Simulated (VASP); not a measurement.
Wanted: the native input for a VASP 6.6.1 run.

| Property | Result |
| --- | --- |
| Task | single point |
| Functional | PBEsol |
| Potentials or basis | VASP PAW PBE potentials, release 64 (Ga_d, N) |
| Cutoff | 520 eV |
| k mesh | 14 × 14 × 14 |
| Occupations | gaussian, width 0.05 eV |
| Spin | no spin polarisation |
| Dipole correction | no |
| Further INCAR settings | ALGO = Normal; EDIFF = 1e-06; NBANDS = 16 |

The structure of GaN lies in POSCAR:

```
GaN
1.0
    0.0000000000      2.1352350000      2.1352350000
    2.1352350000      0.0000000000      2.1352350000
    2.1352350000      2.1352350000      0.0000000000
Ga N
1 1
Direct
    0.0000000000      0.0000000000      0.0000000000
    0.5351249394      0.5351249394      0.4648750606
```

This cell differs from its parent crystal: one atom moved.

The input as run:

INCAR

```
  PREC = Accurate
  ENCUT = 520
  EDIFF = 1E-6
  ISMEAR = 0
  SIGMA = 0.05
  LREAL = F
  LASPH = T
  NELM = 100
  ALGO = Normal
  ISIF = 2
  LWAVE = F
  LCHARG = T
  GGA = PS
  LELF = T
  LVHAR = T
  NBANDS = 16
```

KPOINTS

```
Automatic mesh
0
Gamma
  14 14 14
```

Potentials or basis: VASP PAW PBE potentials, release 64 (Ga_d, N).

Run with:

```bash
$ cat potpaw_PBE.64/Ga_d/POTCAR potpaw_PBE.64/N/POTCAR > POTCAR
$ mpirun -np 1 vasp_std > vasp.out
```

Results of the run:

The pressure is -4.8 GPa and the largest force is 0.402 eV/Å. The band gap on the k mesh is 0.34 eV, indirect (least direct gap 2.32 eV).

Caveat: the cell differs from its parent crystal (one atom moved); the PAW data sets were made with another functional, which shifts forces and pressure a little.

It took 36 s on 1 thread of Intel(R) Xeon(R) 6975P-C (Granite Rapids), with other jobs on the host, peak memory 0.19 GiB.
